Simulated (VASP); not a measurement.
A run of VASP 6.6.1 is set up as follows.

Contents of INCAR:

```
ALGO = Normal ; EDIFF = 1E-6
ENCUT = 520 ; GGA = PE
ISIF = 2 ; ISMEAR = 0
LASPH = True ; LCHARG = False
LREAL = False ; LWAVE = False
NBANDS = 11 ; NELM = 80
PREC = Accurate ; SIGMA = 0.017
```

KPOINTS

```
k-points
0
Gamma
  10 10 10
```

Contents of POSCAR:

```
BP
1.0
    0.0000000000      2.2690000000      2.2690000000
    2.2690000000      0.0000000000      2.2690000000
    2.2690000000      2.2690000000      0.0000000000
P B
1 1
Direct
    0.7500000000      0.7500000000      0.7500000000
    0.0000000000      0.0000000000      0.0000000000
```

Potentials or basis: VASP PAW PBE potentials, release 64 (P, B).

The run is started by

```bash
$ cat potpaw_PBE.64/P/POTCAR potpaw_PBE.64/B/POTCAR > POTCAR
$ mpirun -np 1 vasp_std > vasp.out
```

(1) What does it give for the band gap on the k mesh?

(2) What does it give for the pressure?

## Answers

(1) 1.24 eV, indirect (least direct gap 3.40 eV).

(2) 0.9 GPa.
